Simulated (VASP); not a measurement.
A run of VASP 6.6.1 is set up as follows.

Contents of INCAR:

```
PREC = Accurate
ENCUT = 520
EDIFF = 1E-6
ISMEAR = 0
SIGMA = 0.1
LREAL = False
LASPH = True
NELM = 100
ALGO = Normal
ISIF = 2
LWAVE = False
LCHARG = False
GGA = PE
NBANDS = 31
```

File KPOINTS:

```
regular mesh
0
Gamma
  4 4 1
```

Contents of POSCAR:

```
Be3ZnTe4
1.0
    4.0849839000      0.0000000000      0.0000000000
    0.0000000000      4.0849839000      0.0000000000
    0.0000000000      0.0000000000     11.6567357000
Be Zn Te
3 1 4
Direct
    0.0000000000      0.0000000000      0.0000000000
    0.5000000000      0.5000000000      0.2395780000
    0.5000000000      0.5000000000      0.7604220000
    0.0000000000      0.0000000000      0.5000000000
    0.5000000000      0.0000000000      0.1196240000
    0.0000000000      0.5000000000      0.3577200000
    0.5000000000      0.0000000000      0.6422800000
    0.0000000000      0.5000000000      0.8803760000
```

Potentials or basis: VASP PAW PBE potentials, release 64 (Be, Zn, Te).

The run is started by

```sh
$ cat potpaw_PBE.64/Be/POTCAR potpaw_PBE.64/Zn/POTCAR potpaw_PBE.64/Te/POTCAR > POTCAR
$ mpirun -np 1 vasp_std > vasp.out
```

Predict the band gap on the k mesh.

1.96 eV.

Predict the largest force.

0.035 eV/Å.

Predict the pressure.

0.3 GPa.

Forces on the atoms (eV/Å):
```
Be   0.000  0.000  0.000
Be   0.000  0.000  0.001
Be   0.000  0.000 -0.001
Zn   0.000  0.000  0.000
Te   0.000  0.000  0.003
Te   0.000  0.000 -0.035
Te   0.000  0.000  0.035
Te   0.000  0.000 -0.003
```

Caveat: the k points lie up to 0.54 Å⁻¹ apart; spin-orbit coupling is left out, which moves the levels of the heavy elements. A k mesh can miss the band edges.
